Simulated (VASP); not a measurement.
# Sn (Immm) in VASP: a series of runs, part 2 of 2

VASP 6.6.1. The steps go on from the part before.

## 3. Single point, r2SCAN (strain -0.0750 x Voigt [1, 1, 0, 0, 0, 0])

Contents of POSCAR:

```
Sn
1.0
   -1.5970485750      1.6423809750      2.3383420000
    1.5970485750     -1.6423809750      2.3383420000
    1.5970485750      1.6423809750     -2.3383420000
Sn
1
Direct
    0.0000000000      0.0000000000      0.0000000000
```

Contents of INCAR.step1:

```
PREC = Accurate
ENCUT = 520
ISMEAR = 0
SIGMA = 0.15
LREAL = F
LASPH = T
NELM = 60
NBANDS = 13
GGA = PE
ALGO = Normal
EDIFF = 1E-4
LWAVE = T
LCHARG = F
```

Contents of INCAR.step2:

```
PREC = Accurate
ENCUT = 520
EDIFF = 1E-6
ISMEAR = 0
SIGMA = 0.15
LREAL = F
LASPH = T
NELM = 60
ALGO = Normal
ISIF = 2
LWAVE = F
LCHARG = T
METAGGA = R2SCAN
LMIXTAU = T
LELF = T
LVHAR = T
NBANDS = 13
ISTART = 1
```

Contents of KPOINTS:

```
Automatic mesh
0
Gamma
  20 20 20
```

Potentials or basis: VASP PAW PBE potentials, release 64 (Sn_d).

Run with:

```
> cat potpaw_PBE.64/Sn_d/POTCAR > POTCAR
> cp INCAR.step1 INCAR
> mpirun -np 1 vasp_std > vasp.out
> cp INCAR.step2 INCAR
> mpirun -np 1 vasp_std > vasp.out
```

OUTCAR:

```text
PREC = Accurate
   ENCUT = 520
   EDIFF = 1E-6
   ISMEAR = 0
   LREAL = F
   LASPH = T
   NELM = 60
   ISIF = 2
   METAGGA = R2SCAN
   ISTART = 1

 ion  position               nearest neighbor table
   1  0.000  0.000  0.000-

  LATTYP: Found a body centered orthorhombic cell.
 ALAT       =     3.1940971500
 B/A-ratio  =     1.0283851103
 C/A-ratio  =     1.4641646075

  Lattice vectors:

 A1 = (  -1.5970485750,   1.6423809750,   2.3383420000)
 A2 = (   1.5970485750,  -1.6423809750,   2.3383420000)
 A3 = (   1.5970485750,   1.6423809750,  -2.3383420000)

Analysis of symmetry for initial positions (statically):
=====================================================================
 Subroutine PRICEL returns:
 Original cell was already a primitive cell.

 Routine SETGRP: Setting up the symmetry group for a
 body centered orthorhombic supercell.

 Subroutine GETGRP returns: Found  8 space group operations
 (whereof  8 operations were pure point group operations)
 out of a pool of  8 trial point group operations.
[... 167 lines left out ...]

 k-point     1 :       0.0000    0.0000    0.0000
  band No.  band energies     occupation
      1     -12.9614      2.00000
      2     -12.9475      2.00000
      3     -12.9248      2.00000
      4     -12.8366      2.00000
      5     -12.8155      2.00000
      6      -3.1532      2.00000
      7      18.0993      0.00000
      8      18.4915      0.00000
      9      18.9210      0.00000
     10      20.8083      0.00000
     11      22.0951      0.00000
     12      22.3486      0.00000
     13      22.9339      0.00000
[... 354 lines left out ...]
  band No.  band energies     occupation
      1     -12.9559      2.00000
      2     -12.9448      2.00000
      3     -12.9072      2.00000
      4     -12.7491      2.00000
      5     -12.7308      2.00000
      6       0.3255      2.00000
      7       6.2397      2.00000
      8      15.7340      0.00000
      9      16.6070      0.00000
     10      19.7474      0.00000
     11      21.7139      0.00000
     12      22.2591      0.00000
     13      22.9470      0.00000

 [... further k-points ...]

------------------------ aborting loop because EDIFF is reached ----------------------------------------

  FORCE on cell =-STRESS in cart. coord.  units (eV):
  Direction    XX          YY          ZZ          XY          YZ          ZX
  --------------------------------------------------------------------------------------
  -------------------------------------------------------------------------------------
  Total        1.1408383      1.0016940      1.1160934      0.0000000      0.0000000      0.0000000
  in kB       74.5031491     65.4162463     72.8871663      0.0000000      0.0000000      0.0000000
  external PRESSURE =      70.9355205 kB  Pullay stress =       0.0000000 kB

 VOLUME and BASIS-vectors are now :
 -----------------------------------------------------------------------------
  energy-cutoff  :      520.00
  volume of cell :       24.53
      direct lattice vectors                 reciprocal lattice vectors
    -1.597048575  1.642380975  2.338342000     0.000000000  0.304436064  0.213826720
     1.597048575 -1.642380975  2.338342000     0.313077516  0.000000000  0.213826720
     1.597048575  1.642380975 -2.338342000     0.313077516  0.304436064  0.000000000

 POSITION                                       TOTAL-FORCE (eV/Angst)
 -----------------------------------------------------------------------------------
      0.00000      0.00000      0.00000         0.000000     -0.000000     -0.000000
 -----------------------------------------------------------------------------------
    total drift:                               -0.000000      0.000000      0.000000

  FREE ENERGIE OF THE ION-ELECTRON SYSTEM (eV)
  ---------------------------------------------------
  free  energy   TOTEN  =       -24.4474675782 eV

  energy  without entropy=      -24.4420035022  energy(sigma->0) =      -24.44473554
```

OSZICAR.step1:

```text
N       E                     dE             d eps       ncg     rms          rms(c)
DAV:   1     0.804825503649E+02    0.80483E+02   -0.71763E+03 31352   0.167E+03
DAV:   2     0.170909716851E+01   -0.78773E+02   -0.76082E+02 32076   0.344E+02
DAV:   3    -0.361472665909E+01   -0.53238E+01   -0.53013E+01 36000   0.719E+01
DAV:   4    -0.371900503997E+01   -0.10428E+00   -0.10425E+00 37118   0.107E+01
DAV:   5    -0.372227395157E+01   -0.32689E-02   -0.32688E-02 39587   0.186E+00    0.158E+00
DAV:   6    -0.371000782222E+01    0.12266E-01   -0.98548E-03 39375   0.183E+00    0.881E-01
DAV:   7    -0.370519175896E+01    0.48161E-02   -0.66049E-03 39890   0.145E+00    0.105E-01
DAV:   8    -0.370498889273E+01    0.20287E-03   -0.67805E-04 37847   0.453E-01    0.223E-02
DAV:   9    -0.370498694885E+01    0.19439E-05   -0.10572E-05 21673   0.514E-02
   1 F= -.37049869E+01 E0= -.37020288E+01  d E =-.591624E-02
```

It took 8.1 min on 1 thread of AMD EPYC 9R45 (Zen 5), shared host; peak memory 0.4 GiB.

Results:

* Free energy: -24.4475 eV
* Pressure: 7.1 GPa
* Band gap on the k mesh: zero (bands 7 and 8 overlap by 11.12 eV)

Stress tensor (GPa, compression positive):
```
7.45 0.00 0.00
0.00 6.54 0.00
0.00 0.00 7.29
```

Caveat: the cell differs from its parent crystal (strain -0.0750 x Voigt [1, 1, 0, 0, 0, 0]); the cell stands under pressure; the PAW data sets were made with another functional, which shifts forces and pressure a little; spin-orbit coupling is left out, which moves the levels of the heavy elements.

## 4. Single point, r2SCAN (strain -0.0500 x Voigt [1, 1, 0, 0, 0, 0])

Contents of POSCAR:

```
Sn
1.0
   -1.6402120500      1.6867696500      2.3383420000
    1.6402120500     -1.6867696500      2.3383420000
    1.6402120500      1.6867696500     -2.3383420000
Sn
1
Direct
    0.0000000000      0.0000000000      0.0000000000
```

Contents of INCAR.step1:

```
ALGO = Normal ; EDIFF = 1E-4
ENCUT = 520 ; GGA = PE
ISMEAR = 0 ; LASPH = True
LCHARG = False ; LREAL = False
LWAVE = True ; NBANDS = 13
NELM = 100 ; PREC = Accurate
SIGMA = 0.15
```

Contents of INCAR.step2:

```
ALGO = Normal ; EDIFF = 1E-7
ENCUT = 520 ; ISIF = 2
ISMEAR = 0 ; ISTART = 1
LASPH = True ; LCHARG = False
LMIXTAU = True ; LREAL = False
LWAVE = False ; METAGGA = R2SCAN
NBANDS = 13 ; NELM = 100
PREC = Accurate ; SIGMA = 0.15
```

Contents of KPOINTS:

```
k-points
0
Gamma
  20 20 20
```

Potentials or basis: VASP PAW PBE potentials, release 64 (Sn_d).

Run with:

```
> cat potpaw_PBE.64/Sn_d/POTCAR > POTCAR
> cp INCAR.step1 INCAR
> mpirun -np 1 vasp_std > vasp.out
> cp INCAR.step2 INCAR
> mpirun -np 1 vasp_std > vasp.out
```

OUTCAR:

```text
EDIFF = 1E-7
   ENCUT = 520
   ISIF = 2
   ISMEAR = 0
   ISTART = 1
   LASPH = True
   LREAL = False
   METAGGA = R2SCAN
   NELM = 100
   PREC = Accurate

 ion  position               nearest neighbor table
   1  0.000  0.000  0.000-

  LATTYP: Found a body centered orthorhombic cell.
 ALAT       =     3.2804241000
 B/A-ratio  =     1.0283851103
 C/A-ratio  =     1.4256339600

  Lattice vectors:

 A1 = (  -1.6402120500,   1.6867696500,   2.3383420000)
 A2 = (   1.6402120500,  -1.6867696500,   2.3383420000)
[... 566 lines left out ...]
 [... further k-points ...]

------------------------ aborting loop because EDIFF is reached ----------------------------------------

  FORCE on cell =-STRESS in cart. coord.  units (eV):
  Direction    XX          YY          ZZ          XY          YZ          ZX
  --------------------------------------------------------------------------------------
  -------------------------------------------------------------------------------------
  Total        0.5686444      0.4304713      0.5328175     -0.0000000      0.0000000      0.0000000
  in kB       35.2068784     26.6520707     32.9887030     -0.0000000      0.0000000      0.0000000
  external PRESSURE =      31.6158840 kB  Pullay stress =       0.0000000 kB

 VOLUME and BASIS-vectors are now :
 -----------------------------------------------------------------------------
  energy-cutoff  :      520.00
  volume of cell :       25.88
      direct lattice vectors                 reciprocal lattice vectors
    -1.640212050  1.686769650  2.338342000     0.000000000  0.296424589  0.213826720
     1.640212050 -1.686769650  2.338342000     0.304838634  0.000000000  0.213826720
     1.640212050  1.686769650 -2.338342000     0.304838634  0.296424589  0.000000000

 POSITION                                       TOTAL-FORCE (eV/Angst)
 -----------------------------------------------------------------------------------
      0.00000      0.00000      0.00000         0.000000      0.000000      0.000000
 -----------------------------------------------------------------------------------
    total drift:                                0.000000     -0.000000     -0.000000

  FREE ENERGIE OF THE ION-ELECTRON SYSTEM (eV)
  ---------------------------------------------------
  free  energy   TOTEN  =       -24.4897102427 eV

  energy  without entropy=      -24.4832901670  energy(sigma->0) =      -24.48650020
```

It took 13 min on 1 thread of Intel Xeon 6975P-C (Granite Rapids), shared host; peak memory 0.47 GiB.

Results:

| Quantity | Value |
| --- | --- |
| Free energy | -24.4897 eV |
| Pressure | 3.2 GPa |
| Band gap on the k mesh | zero (bands 7 and 8 overlap by 10.43 eV) |

Caveat: the cell differs from its parent crystal (strain -0.0500 x Voigt [1, 1, 0, 0, 0, 0]); the cell stands under pressure; the PAW data sets were made with another functional, which shifts forces and pressure a little; spin-orbit coupling is left out, which moves the levels of the heavy elements.

## 5. Summary

| cell | gap on the mesh (eV) | pressure (GPa) |
| --- | --- | --- |
| a = 3.230 Å, angles 122.5, 120.7, 87.3°, 1 atom | none | 12.3 |
| a = 3.274 Å, angles 121.6, 119.8, 88.8°, 1 atom | none | 7.1 |
| a = 3.317 Å, angles 120.7, 118.9, 90.4°, 1 atom | none | 3.2 |

Alike in all rows: task single point; level r2SCAN; potentials or basis VASP PAW PBE potentials, release 64 (Sn_d); no spin polarisation; k mesh 20 × 20 × 20; cutoff (eV) 520; smearing gaussian 0.15 eV.

Caveats: the cell stands under pressure; the PAW data sets were made with another functional, which shifts forces and pressure a little; spin-orbit coupling is left out, which moves the levels of the heavy elements.

Total energies depend on the potentials used, so only differences within one code and one set of settings carry meaning.
